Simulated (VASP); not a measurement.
Wanted: the native input for a VASP 6.6.1 run.

* Task: single point
* Functional: r2SCAN
* Potentials or basis: VASP PAW PBE potentials, release 64 (Ga_d, N)
* Cutoff: 520 eV
* k mesh: 12 × 12 × 6
* Occupations: gaussian, width 0.05 eV
* Spin: no spin polarisation
* Dipole correction: no
* Further INCAR settings: ALGO = Normal; EDIFF = 1e-06; NBANDS = 26

GaN:

```
Ga N
1.0
     3.18310    0.00000    0.00000
    -1.59155    2.75664    0.00000
     0.00000    0.00000    5.18360
Ga N
2 2
Cartesian
  0.0000 1.8378 5.1790
  1.5915 0.9189 2.5872
  0.0000 1.7378 2.0485
  1.5915 0.9189 4.5403
```

This cell differs from its parent crystal: atom 3 (N) moved by (-0.100, +0.100) A along y and z.

One way to write it, as run:

POSCAR

```
GaN
1.0
    3.1830984299      0.0000000000      0.0000000000
   -1.5915492150      2.7566441030      0.0000000000
    0.0000000000      0.0000000000      5.1835962425
Ga N
2 2
Direct
    0.3333333333      0.6666666667      0.9991101046
    0.6666666667      0.3333333333      0.4991101046
    0.3151953372      0.6303906745      0.3951815214
    0.6666666667      0.3333333333      0.8758898954
```

INCAR.step1

```
SYSTEM = GaN
PREC = Accurate ; ENCUT = 520
ISMEAR = 0 ; SIGMA = 0.05
LREAL = .False. ; LASPH = .True.
NELM = 100 ; NBANDS = 26
GGA = PE ; ALGO = Normal
EDIFF = 1E-4 ; LWAVE = .True.
LCHARG = .False.
```

INCAR.step2

```
SYSTEM = GaN
PREC = Accurate ; ENCUT = 520
EDIFF = 1E-6 ; ISMEAR = 0
SIGMA = 0.05 ; LREAL = .False.
LASPH = .True. ; NELM = 100
ALGO = Normal ; ISIF = 2
LWAVE = .False. ; LCHARG = .False.
METAGGA = R2SCAN ; LMIXTAU = .True.
NBANDS = 26 ; ISTART = 1
```

KPOINTS

```
regular mesh
0
Gamma
  12 12 6
  0 0 0
```

Potentials or basis: VASP PAW PBE potentials, release 64 (Ga_d, N).

The run is started by

```sh
$ cat potpaw_PBE.64/Ga_d/POTCAR potpaw_PBE.64/N/POTCAR > POTCAR
$ cp INCAR.step1 INCAR
$ mpirun -np 1 vasp_std > vasp.out
$ cp INCAR.step2 INCAR
$ mpirun -np 1 vasp_std > vasp.out
```

Results of the run:

```json
{"Pressure": "2.3 GPa", "Largest force": "2.244 eV/Å", "Band gap on the k mesh": "2.27 eV"}
```

Caveat: the cell differs from its parent crystal (atom 3 (N) moved by (-0.100, +0.100) A along y and z); the stress differs along the axes, from -1 to 8 GPa; the PAW data sets were made with another functional, which shifts forces and pressure a little.

Run time: 4.3 min on 1 thread of Intel(R) Xeon(R) 6975P-C (Granite Rapids), on a shared host, peak memory 0.35 GiB.
